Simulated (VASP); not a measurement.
Here is a VASP 6.6.1 calculation.

The input INCAR:

```
  ALGO = Normal
  EDIFF = 1E-6
  ENCUT = 600
  GGA = PE
  GGA_COMPAT = F
  ISIF = 2
  ISMEAR = -1
  ISPIN = 2
  LASPH = T
  LCHARG = F
  LMAXMIX = 4
  LORBIT = 11
  LREAL = F
  LWAVE = F
  MAGMOM = 1 0
  NBANDS = 19
  NELM = 200
  PREC = Accurate
  SIGMA = 0.05
```

Contents of KPOINTS:

```
k-points
0
Gamma
  11 11 11
```

The input POSCAR:

```
NiO
1.0
    2.4707650767      0.0000000000      0.0000000000
    0.0000000000      2.4707650767      0.0000000000
    0.0000000000      0.0000000000      2.4707650767
Ni O
1 1
Direct
    0.0000000000      0.0000000000      0.0000000000
    0.5000000000      0.5000000000      0.5000000000
```

Potentials or basis: VASP PAW PBE potentials, release 64 (Ni, O).

Run with:

```sh
$ cat potpaw_PBE.64/Ni/POTCAR potpaw_PBE.64/O/POTCAR > POTCAR
$ mpirun -np 1 vasp_std > vasp.out
```

Problem. Estimate the net moment.

Solution. 0.00 μB per cell.

Problem. Estimate the pressure.

Solution. 37.0 GPa.

Problem. What does it give for the band gap on the k mesh?

Solution. Zero (filled and empty bands overlap).

Caveat: semilocal functionals often make such compounds metallic where correlation or magnetic order opens a gap, which also shifts bond lengths. With open d or f shells a metallic result of PBE can be an artefact of self-interaction; +U or a hybrid may open a gap.
